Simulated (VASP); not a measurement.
# TiH6 (Pm-3m) in VASP: a series of runs, part 2 of 2

VASP 6.6.1. The steps go on from the part before.

**3. Single point, PBE**

This run uses another cell than the first one, of 5.00 Å³/atom, 0.591 times its volume.

Input file INCAR:

```
  ALGO = Normal
  EDIFF = 1E-6
  ENCUT = 520
  GGA = PE
  ISIF = 2
  ISMEAR = 0
  LASPH = True
  LCHARG = False
  LREAL = False
  LWAVE = False
  NBANDS = 18
  NELM = 100
  PREC = Accurate
  SIGMA = 0.1
```

Input file KPOINTS:

```
k-points
0
Gamma
  4 4 4
```

Input file POSCAR:

```
TiH6
1.0
    3.2719538955      0.0000000000      0.0000000000
    0.0000000000      3.2719538955      0.0000000000
    0.0000000000      0.0000000000      3.2719538955
Ti H
1 6
Direct
    0.0000000000      0.0000000000      0.0000000000
    0.5000000000      0.5000000000      0.1433168421
    0.5000000000      0.5000000000      0.8566831579
    0.1433168421      0.5000000000      0.5000000000
    0.8566831579      0.5000000000      0.5000000000
    0.5000000000      0.1433168421      0.5000000000
    0.5000000000      0.8566831579      0.5000000000
```

Potentials or basis: VASP PAW PBE potentials, release 64 (Ti_sv, H).

Command:

```console
> cat potpaw_PBE.64/Ti_sv/POTCAR potpaw_PBE.64/H/POTCAR > POTCAR
> mpirun -np 1 vasp_std > vasp.out
```

OUTCAR:

```text
EDIFF = 1E-6
   ENCUT = 520
   GGA = PE
   ISIF = 2
   ISMEAR = 0
   LASPH = True
   LREAL = False
   NELM = 100
   PREC = Accurate

 ion  position               nearest neighbor table
   1  0.000  0.000  0.000-
   2  0.500  0.500  0.143-
   3  0.500  0.500  0.857-
   4  0.143  0.500  0.500-
   5  0.857  0.500  0.500-
   6  0.500  0.143  0.500-
   7  0.500  0.857  0.500-

  LATTYP: Found a simple cubic cell.
 ALAT       =     3.2719538955

  Lattice vectors:

 A1 = (   3.2719538955,   0.0000000000,   0.0000000000)
 A2 = (   0.0000000000,   3.2719538955,   0.0000000000)
 A3 = (   0.0000000000,   0.0000000000,   3.2719538955)

Analysis of symmetry for initial positions (statically):
=====================================================================
 Subroutine PRICEL returns:
 Original cell was already a primitive cell.

 Routine SETGRP: Setting up the symmetry group for a
[... 164 lines left out ...]

 val. band max:        6.6191178971   @ k =   0.2500   0.2500   0.0000
 cond. band min:       6.6429202028   @ k =   0.2500   0.2500   0.2500
 fundamental gap:      0.0238023057
 Fermi energy:         6.6359557650

 k-point     1 :       0.0000    0.0000    0.0000
  band No.  band energies     occupation
      1     -50.4962      2.00000
      2     -26.7594      2.00000
      3     -26.7594      2.00000
      4     -26.7594      2.00000
      5      -8.1330      2.00000
      6       0.6098      2.00000
[... 187 lines left out ...]
      5      -2.3689      2.00000
      6      -2.3689      2.00000
[... 10 lines left out ...]
     17      15.3796      0.00000
     18      20.8698      0.00000

------------------------ aborting loop because EDIFF is reached ----------------------------------------

  FORCE on cell =-STRESS in cart. coord.  units (eV):
  Direction    XX          YY          ZZ          XY          YZ          ZX
  --------------------------------------------------------------------------------------
  -------------------------------------------------------------------------------------
  Total       -0.0452746     -0.0452746     -0.0452746      0.0000000     -0.0000000     -0.0000000
  in kB       -2.0708245     -2.0708245     -2.0708245      0.0000000     -0.0000000     -0.0000000
  external PRESSURE =      -2.0708245 kB  Pullay stress =       0.0000000 kB

 VOLUME and BASIS-vectors are now :
 -----------------------------------------------------------------------------
  energy-cutoff  :      520.00
  volume of cell :       35.03
      direct lattice vectors                 reciprocal lattice vectors
     3.271953895  0.000000000  0.000000000     0.305627778  0.000000000  0.000000000
     0.000000000  3.271953895  0.000000000     0.000000000  0.305627778  0.000000000
     0.000000000  0.000000000  3.271953895     0.000000000  0.000000000  0.305627778

 POSITION                                       TOTAL-FORCE (eV/Angst)
 -----------------------------------------------------------------------------------
      0.00000      0.00000      0.00000         0.000000      0.000000     -0.000000
      1.63598      1.63598      0.46893         0.000000     -0.000000      0.000015
      1.63598      1.63598      2.80303        -0.000000     -0.000000     -0.000015
      0.46893      1.63598      1.63598         0.000015      0.000000     -0.000000
      2.80303      1.63598      1.63598        -0.000015     -0.000000      0.000000
      1.63598      0.46893      1.63598         0.000000      0.000015      0.000000
      1.63598      2.80303      1.63598         0.000000     -0.000015     -0.000000
 -----------------------------------------------------------------------------------
    total drift:                                0.000000      0.000000      0.000000

  FREE ENERGIE OF THE ION-ELECTRON SYSTEM (eV)
  ---------------------------------------------------
  free  energy   TOTEN  =       -23.7626709706 eV

  energy  without entropy=      -23.7267850300  energy(sigma->0) =      -23.74472800
```

stdout:

```text
POSCAR found type information on POSCAR TiH
 POSCAR found :  2 types and       7 ions
 scaLAPACK will be used
 LDA part: xc-table for (Slater+PW92), standard interpolation
 POSCAR, INCAR and KPOINTS ok, starting setup
 FFT: planning ... GRIDC
 FFT: planning ... GRID_SOFT
 FFT: planning ... GRID
 WAVECAR not read
 entering main loop
```

Run time: 5.7 s. Hardware: 1 thread of Intel Xeon Platinum 8488C (Sapphire Rapids), shared host; peak memory 0.13 GiB.

Results:

* Free energy: -23.7627 eV
* Pressure: -0.2 GPa
* Band gap on the k mesh: zero (band 9 reaches 8.57 eV, above the bottom of band 10 at 5.93 eV)

Levels at points of the mesh, in eV from the Fermi level:
```
           k point  band 7  band 8  band 9  band 10  band 11  band 12
(0.00, 0.00, 0.00)   -6.03    1.44    1.44     1.44     1.47     1.47
(0.50, 0.00, 0.00)   -4.79   -1.04   -0.71    -0.71     1.57     2.05
(0.50, 0.50, 0.00)   -8.88   -2.02    0.38     0.38     1.53     2.15
(0.50, 0.50, 0.50)   -9.00   -5.58    1.94     1.94     1.94     2.22
```

Caveat: the k points lie up to 0.48 Å⁻¹ apart.
